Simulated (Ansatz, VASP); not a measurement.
One calculation of Mg2Sn, two programs

File POSCAR:

```
Mg2Sn
1.0
    0.0000000000      3.4475339877      3.4475339877
    3.4475339877      0.0000000000      3.4475339877
    3.4475339877      3.4475339877      0.0000000000
Sn Mg
1 2
Direct
    0.0000000000      0.0000000000      0.0000000000
    0.2500000000      0.2500000000      0.2500000000
    0.7500000000      0.7500000000      0.7500000000
```

INCAR.step1

```
SYSTEM = Mg2Sn
ALGO     = Normal         ! electronic algorithm
EDIFF    = 1E-5           ! SCF threshold, eV
ENCUT    = 660            ! plane-wave cutoff, eV
GGA      = PE             ! functional
GGA_COMPAT= .False.      
ISMEAR   = -1             ! smearing method
LASPH    = .True.         ! aspherical terms in the spheres
LCHARG   = .False.        ! write CHGCAR
LREAL    = .False.        ! projectors in reciprocal space
LWAVE    = .True.         ! write WAVECAR
NBANDS   = 16             ! bands
NELM     = 120            ! most SCF steps
PREC     = Accurate       ! precision mode
SIGMA    = 0.02           ! smearing width, eV
```

Contents of INCAR.step2:

```
SYSTEM = Mg2Sn
ALGO     = Normal         ! electronic algorithm
EDIFF    = 1E-6           ! SCF threshold, eV
ENCUT    = 660            ! plane-wave cutoff, eV
GGA_COMPAT= .False.      
ISIF     = 2              ! what is computed and relaxed
ISMEAR   = -1             ! smearing method
ISTART   = 1            
LASPH    = .True.         ! aspherical terms in the spheres
LCHARG   = .False.        ! write CHGCAR
LMIXTAU  = .True.       
LREAL    = .False.        ! projectors in reciprocal space
LWAVE    = .False.        ! write WAVECAR
METAGGA  = R2SCAN         ! meta-GGA
NBANDS   = 16             ! bands
NELM     = 120            ! most SCF steps
PREC     = Accurate       ! precision mode
SIGMA    = 0.02           ! smearing width, eV
```

The input KPOINTS:

```
k-points
0
Gamma
  6 6 6
  0 0 0
```

Input for Ansatz:

```yaml
crystal:
  lattice:
    - [0.0, 3.4475339877, 3.4475339877]
    - [3.4475339877, 0.0, 3.4475339877]
    - [3.4475339877, 3.4475339877, 0.0]
  atoms:
    - { symbol: Sn, position: [0.0, 0.0, 0.0] }
    - { symbol: Mg, position: [0.25, 0.25, 0.25] }
    - { symbol: Mg, position: [0.75, 0.75, 0.75] }
kpoints:
  mp_grid: { grid: [6, 6, 6] }
  band_path:
    path:
      - [0.0, 0.0, 0.0]
      - [0.5, 0.0, 0.5]
      - [0.625, 0.25, 0.625]
      - [0.375, 0.375, 0.75]
      - [0.5, 0.5, 0.5]
      - [0.5, 0.25, 0.75]
      - [0.0, 0.5, 0.5]
    npoints: 1
hamiltonian:
  xc: r2scan
scf:
  occupations: { method: fermi_dirac, width: 0.02 }
  n_extra_bands: 4
output:
  forces: true
  stress: true
  eigenvalues: true
```

Change from the starting cell: hydrostatic strain +2.0%.

Alike in both runs: task single point; functional r2SCAN; k mesh 6 × 6 × 6; occupations fermi-dirac, width 0.02 eV; no spin polarisation.

|  | VASP | Ansatz |
| --- | --- | --- |
| version | VASP 6.6.1 | Ansatz 0.2.0 |
| potentials or method | VASP PAW PBE potentials, release 64 (Sn_d, Mg) | plane waves, PAW |
| plane-wave cutoff (eV) | 660 | 500 |
| valence electrons in the cell | 18 | 34 |

VASP gave:

```
pressure (GPa) : -2.6
```

Question: What did Ansatz give for the same quantities?

Answer: Pressure (GPa): -2.4.

VASP's potentials were made for PBE, not for r2SCAN. VASP's potentials hold 18 valence electrons a cell and Ansatz's 34, so a difference there can come from the potentials and not from the codes.
